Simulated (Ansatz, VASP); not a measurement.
**Two plane-wave programs on Cu3N**

```
Cu N
1.0
     3.70884    0.00000    0.00000
     0.00000    3.70884    0.00000
     0.00000    0.00000    3.70884
Cu N
3 1
Direct
  0.50000 0.00000 0.00000
  0.00000 0.50000 0.00000
  0.00000 0.00000 0.50000
  0.00000 0.00000 0.00000
```

Alike in both runs: task single point; functional PBE; k mesh 10 × 10 × 10; occupations gaussian, width 0.01 eV; no spin polarisation.

|  | VASP | Ansatz |
| --- | --- | --- |
| version | VASP 6.6.1 | Ansatz 0.2.0 |
| potentials or method | VASP PAW PBE potentials, release 64 (Cu, N), cutoff 600 eV | scalar-relativistic, plane waves, PAW |
| valence electrons in the cell | 38 | 62 |

VASP gave:

```
gap on the k mesh at the Fermi level (eV) : none
pressure (GPa)                            : 14.4
```

Q: Which values does Ansatz return?

A: gap on the k mesh at the Fermi level (eV): none; pressure (GPa): 13.6.

A gap of «none» marks a metal or a gap that the smearing closes. The functional is the same, so the differences come from potentials, cutoffs and numerics. VASP's potentials hold 38 valence electrons a cell and Ansatz's 62, so a difference there can come from the potentials and not from the codes.
